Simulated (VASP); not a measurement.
Input of a VASP 6.6.1 run:

POSCAR

```
SrTl
1.0
    4.0420600000      0.0000000000      0.0000000000
    0.0000000000      4.0420600000      0.0000000000
    0.0000000000      0.0000000000      4.0420600000
Sr Tl
1 1
Direct
    0.0000000000      0.0000000000      0.0000000000
    0.5000000000      0.5000000000      0.5000000000
```

File INCAR.step1:

```
PREC = Accurate ; ENCUT = 520
ISMEAR = -1 ; SIGMA = 0.0272
LREAL = F ; LASPH = T
NELM = 60 ; NBANDS = 18
GGA = PE ; ALGO = Normal
EDIFF = 1E-4 ; LWAVE = T
LCHARG = F
```

File INCAR.step2:

```
PREC = Accurate ; ENCUT = 520
EDIFF = 1E-6 ; ISMEAR = -1
SIGMA = 0.0272 ; LREAL = F
LASPH = T ; NELM = 60
ALGO = Normal ; ISIF = 2
LWAVE = F ; LCHARG = F
METAGGA = R2SCAN ; LMIXTAU = T
NBANDS = 18 ; ISTART = 1
```

File KPOINTS:

```
Automatic mesh
0
Gamma
  8 8 8
```

Potentials or basis: VASP PAW PBE potentials, release 64 (Sr_sv, Tl_d).

Command:

```sh
$ cat potpaw_PBE.64/Sr_sv/POTCAR potpaw_PBE.64/Tl_d/POTCAR > POTCAR
$ cp INCAR.step1 INCAR
$ mpirun -np 1 vasp_std > vasp.out
$ cp INCAR.step2 INCAR
$ mpirun -np 1 vasp_std > vasp.out
```

Task: Estimate the pressure.

Result: 0.5 GPa.

Caveat: the PAW data sets were made with another functional, which shifts forces and pressure a little.
